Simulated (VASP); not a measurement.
# VAsIO2 (Cmcm) in VASP: single point with r2SCAN

Aim: the single point of VAsIO2 with r2SCAN.

Program: VASP 6.6.1. These are calculated values, not measurements. Logs are shortened: lines on timing, memory, paths and dates and some standing lists are left out, and cuts for length are marked.

### 1 The cell of the first run

Symmetry: Cmcm, No. 63, orthorhombic system. Conventional cell: a = 5.293 Å, b = 12.199 Å, c = 5.170 Å, α = 90.00°, β = 90.00°, γ = 90.00°. I (site symmetry m2m) has 5 As at 3.27 to 4.18 Å and 5 V at 3.35 to 3.69 Å and 8 O at 3.47 to 3.67 Å and 4 I at 3.71 Å within 4.3 Å. O (site symmetry 2) has 2 V at 2.05 Å and 2 As at 2.06 Å and 4 O at 2.52 to 2.77 Å within 2.8 Å. V (site symmetry m2m) has 4 O at 2.05 Å within 2.7 Å. Within 2.7 Å of As (site symmetry m2m) lie 4 O at 2.06 Å.

### 2 Single point, r2SCAN

Contents of POSCAR:

```
VAsIO2
1.0
    5.2930470000     -0.0000002169      0.0000000000
    2.6465232500     -6.0996721085      0.0000000000
    0.0000000000      0.0000000000     -5.1704620000
I O V As
2 4 2 2
Direct
    0.7383685793      0.5232628413      0.7500000000
    0.2616314207      0.4767371587      0.2500000000
    0.2379738030      0.0000000000      0.0000000000
    0.7620261970      0.0000000000      0.5000000000
    0.7620261970      0.0000000000      0.0000000000
    0.2379738030      0.0000000000      0.5000000000
    0.4357862779      0.1284274443      0.7500000000
    0.5642137221      0.8715725557      0.2500000000
    0.0806889230      0.8386221541      0.7500000000
    0.9193110770      0.1613778459      0.2500000000
```

Contents of INCAR.step1:

```
PREC = Accurate
ENCUT = 520
ISMEAR = 1
SIGMA = 0.0174
LREAL = False
LASPH = True
NELM = 100
NBANDS = 48
GGA = PE
ALGO = Normal
EDIFF = 1E-4
LWAVE = True
LCHARG = False
```

Contents of INCAR.step2:

```
PREC = Accurate
ENCUT = 520
EDIFF = 1E-7
ISMEAR = 1
SIGMA = 0.0174
LREAL = False
LASPH = True
NELM = 100
ALGO = Normal
ISIF = 2
LWAVE = False
LCHARG = False
METAGGA = R2SCAN
LMIXTAU = True
NBANDS = 48
ISTART = 1
```

Contents of KPOINTS:

```
regular mesh
0
Gamma
  5 5 4
```

Potentials or basis: VASP PAW PBE potentials, release 64 (I, O, V_sv, As).

On the command line:

```
cat potpaw_PBE.64/I/POTCAR potpaw_PBE.64/O/POTCAR potpaw_PBE.64/V_sv/POTCAR potpaw_PBE.64/As/POTCAR > POTCAR
cp INCAR.step1 INCAR
mpirun -np 1 vasp_std > vasp.out
cp INCAR.step2 INCAR
mpirun -np 1 vasp_std > vasp.out
```

OUTCAR:

```text
PREC = Accurate
   ENCUT = 520
   EDIFF = 1E-7
   ISMEAR = 1
   LREAL = False
   LASPH = True
   NELM = 100
   ISIF = 2
   METAGGA = R2SCAN
   ISTART = 1

 ion  position               nearest neighbor table
   1  0.738  0.523  0.750-
   2  0.262  0.477  0.250-
   3  0.238  0.000  0.000-   8 2.05   7 2.05   9 2.06  10 2.06
   4  0.762  0.000  0.500-   7 2.05   8 2.05  10 2.06   9 2.06
   5  0.762  0.000  0.000-   7 2.05   8 2.05  10 2.06   9 2.06
   6  0.238  0.000  0.500-   8 2.05   7 2.05   9 2.06  10 2.06
   7  0.436  0.128  0.750-   4 2.05   5 2.05   3 2.05   6 2.05
   8  0.564  0.872  0.250-   3 2.05   6 2.05   5 2.05   4 2.05
   9  0.081  0.839  0.750-   3 2.06   6 2.06   5 2.06   4 2.06
  10  0.919  0.161  0.250-   4 2.06   5 2.06   3 2.06   6 2.06

  LATTYP: Found a base centered orthorhombic cell.
 ALAT       =     5.2930470000
 B/A-ratio  =     2.3047866380
 C/A-ratio  =     0.9768403719

  Lattice vectors:

 A1 = (   2.6465237500,   6.0996718916,   0.0000000000)
 A2 = (   2.6465232500,  -6.0996721085,   0.0000000000)
 A3 = (   0.0000000000,   0.0000000000,  -5.1704620000)

Analysis of symmetry for initial positions (statically):
=====================================================================
 Subroutine PRICEL returns:
 Original cell was already a primitive cell.

 Routine SETGRP: Setting up the symmetry group for a
 base centered orthorhombic supercell.

 Subroutine GETGRP returns: Found  8 space group operations
 (whereof  4 operations were pure point group operations)
 out of a pool of  8 trial point group operations.

The static configuration has the point symmetry C_2h.
 The point group associated with its full space group is D_2h.

Analysis of symmetry for dynamics (positions and initial velocities):
=====================================================================
 Subroutine PRICEL returns:
 Original cell was already a primitive cell.

 Routine SETGRP: Setting up the symmetry group for a
 base centered orthorhombic supercell.

 Subroutine GETGRP returns: Found  8 space group operations
 (whereof  4 operations were pure point group operations)
 out of a pool of  8 trial point group operations.

The dynamic configuration has the point symmetry C_2h.
 The point group associated with its full space group is D_2h.

 Subroutine INISYM returns: Found  8 space group operations
 (whereof  4 operations are pure point group operations),
 and found     1 'primitive' translations

----------------------------------------------------------------------------------------
[... 114 lines left out ...]
   NFREE  =      0    steps in history (QN), initial steepest desc. (CG)
   ISIF   =      2    stress and relaxation
   ISYM   =      2    0-nonsym 1-usesym 2-fastsym
   POTIM  = 0.5000    time-step for ionic-motion
   TEBEG  =    0.0;   TEEND  =   0.0 temperature during run
   PSTRESS=    0.0 pullay stress
   NELECT =      74.0000    total number of electrons
   NUPDOWN=      -1.0000    fix difference up-down
   EMIN   =  10.00;   EMAX   =-10.00  energy-range for DOS
   EFERMI =   0.00;   METHOD = LEGACY
   ISMEAR =     1;   SIGMA  =   0.02  broadening in eV -4-tet -1-fermi 0-gaus
   EFERMI_NEDOS =   21; number of points for ismear=-14 and -15
   IALGO  =     38    algorithm
   IMIX   =      4    mixing-type and parameters
     AMIX     =   0.40;   BMIX     =  1.00
     AMIX_MAG =   1.60;   BMIX_MAG =  1.00
  volume/ion in A,a.u.               =      16.69       112.65
  Fermi-wavevector in a.u.,A,eV,Ry     =   1.248259  2.358868 21.199942  1.558152
  Thomas-Fermi vector in A             =   2.382354
   LORBIT       =      0    0 simple, 1 ext, 2 COOP (PROOUT), +10 PAW based schemes
   METAGGA = R2SCAN    functional components
   LHFCALC =     F    Hartree Fock is set to
   AEXX    =    0.0000 exact exchange contribution
   IVDW    =     0    specifies the selected vdW correction
   LEPSILON=     F    determine dielectric tensor
   LRPA    =     F    only Hartree local field effects (RPA)
 non-spin polarized calculation
 Methfessel and Paxton  Order N= 1 SIGMA  =   0.02
  energy-cutoff  :      520.00
  volume of cell :      166.93
 maximum number of plane-waves:      4515
   NGX = 19   NGY = 25   NGZ = 19

 number of electron      74.0000022 magnetization

 Free energy of the ion-electron system (eV)
  ---------------------------------------------------
  ext. energy  EPLUGINS =         0.00000000
  ---------------------------------------------------
  free energy    TOTEN  =      -138.24876782 eV

  energy without entropy =     -138.24820847  energy(sigma->0) =     -138.24858137

 E-fermi :   7.3278     XC(G=0): -10.9391

 val. band max:        7.3270675111   @ k =  -0.4000   0.2000   0.2500
 cond. band min:       7.3292375187   @ k =  -0.4000   0.2000   0.0000
 fundamental gap:      0.0021700076
 Fermi energy:         7.3277816412

 k-point     1 :       0.0000    0.0000    0.0000
  band No.  band energies     occupation
      1     -60.3242      2.00000
      2     -60.3084      2.00000
      3     -33.3865      2.00000
      4     -33.3424      2.00000
      5     -33.0934      2.00000
      6     -32.9501      2.00000
[... 1213 lines left out ...]
     47      10.1706      0.00000
     48      10.1706      0.00000

 [... further k-points ...]
[... 5 lines left out ...]
  --------------------------------------------------------------------------------------
  -------------------------------------------------------------------------------------
  Total        3.8392032      0.1031406     -8.9954083     -0.0000002      0.0000000      0.0000000
  in kB       36.8476761      0.9899168    -86.3355935     -0.0000015      0.0000000      0.0000000
  external PRESSURE =     -16.1660002 kB  Pullay stress =       0.0000000 kB

 VOLUME and BASIS-vectors are now :
 -----------------------------------------------------------------------------
  energy-cutoff  :      520.00
  volume of cell :      166.93
      direct lattice vectors                 reciprocal lattice vectors
     5.293047000 -0.000000217  0.000000000     0.188927100  0.081971613  0.000000000
     2.646523250 -6.099672109  0.000000000    -0.000000007 -0.163943242  0.000000000
     0.000000000  0.000000000 -5.170462000     0.000000000  0.000000000 -0.193406315

 POSITION                                       TOTAL-FORCE (eV/Angst)
 -----------------------------------------------------------------------------------
      5.29305     -3.19173     -3.87785        -0.000000     -0.005134      0.000000
      2.64652     -2.90794     -1.29262         0.000000      0.005134     -0.000000
      1.25961     -0.00000      0.00000        -0.004770      0.000000      0.000000
      4.03344     -0.00000     -2.58523         0.004770     -0.000000      0.000000
      4.03344     -0.00000      0.00000         0.004770     -0.000000     -0.000000
      1.25961     -0.00000     -2.58523        -0.004770      0.000000      0.000000
      2.64652     -0.78337     -3.87785        -0.000000     -0.046023     -0.000000
      5.29305     -5.31631     -1.29262         0.000000      0.046023      0.000000
      2.64652     -5.11532     -3.87785         0.000000      0.072211      0.000000
      5.29305     -0.98435     -1.29262        -0.000000     -0.072211     -0.000000
 -----------------------------------------------------------------------------------
    total drift:                               -0.000001      0.000001      0.000000

  FREE ENERGIE OF THE ION-ELECTRON SYSTEM (eV)
  ---------------------------------------------------
  free  energy   TOTEN  =      -138.2487678150 eV

  energy  without entropy=     -138.2482084731  energy(sigma->0) =     -138.24858137
```

OUTCAR.step1:

```text
PREC = Accurate
   ENCUT = 520
   ISMEAR = 1
   LREAL = False
   LASPH = True
[... 1479 lines left out ...]
      2.64652     -0.78337     -3.87785         0.000000      0.331450     -0.000000
      5.29305     -5.31631     -1.29262        -0.000000     -0.331450     -0.000000
      2.64652     -5.11532     -3.87785         0.000000      0.603274     -0.000000
      5.29305     -0.98435     -1.29262        -0.000000     -0.603274      0.000000
 -----------------------------------------------------------------------------------
    total drift:                               -0.000001      0.000001      0.000000

  FREE ENERGIE OF THE ION-ELECTRON SYSTEM (eV)
  ---------------------------------------------------
  free  energy   TOTEN  =       -56.9755506924 eV

  energy  without entropy=      -56.9750698376  energy(sigma->0) =      -56.97539041
```

Wall time 37 min (1 thread of Intel Xeon 8259CL, shared host); peak memory 0.44 GiB.

Results:

* Free energy: -138.2488 eV
* Pressure: -1.6 GPa
* Largest force: 0.072 eV/Å
* Band gap on the k mesh: zero (bands 37 and 38 overlap by 0.41 eV)

Forces in eV/Å, atoms in the order of the input:
```
I    0.000 -0.005  0.000
I    0.000  0.005  0.000
O   -0.005  0.000  0.000
O    0.005  0.000  0.000
O    0.005  0.000  0.000
O   -0.005  0.000  0.000
V    0.000 -0.046  0.000
V    0.000  0.046  0.000
As   0.000  0.072  0.000
As   0.000 -0.072  0.000
```

Stress tensor (GPa, compression positive):
```
 3.68  0.00  0.00
 0.00  0.10  0.00
 0.00  0.00 -8.63
```

Caveat: the PAW data sets were made with another functional, which shifts forces and pressure a little; spin-orbit coupling is left out, which moves the levels of the heavy elements; the run has no spin polarisation, though such a crystal can be magnetic; semilocal functionals often make such compounds metallic where correlation or magnetic order opens a gap, which also shifts bond lengths. With open d or f shells a metallic result of r2SCAN can be an artefact of self-interaction; +U or a hybrid may open a gap.
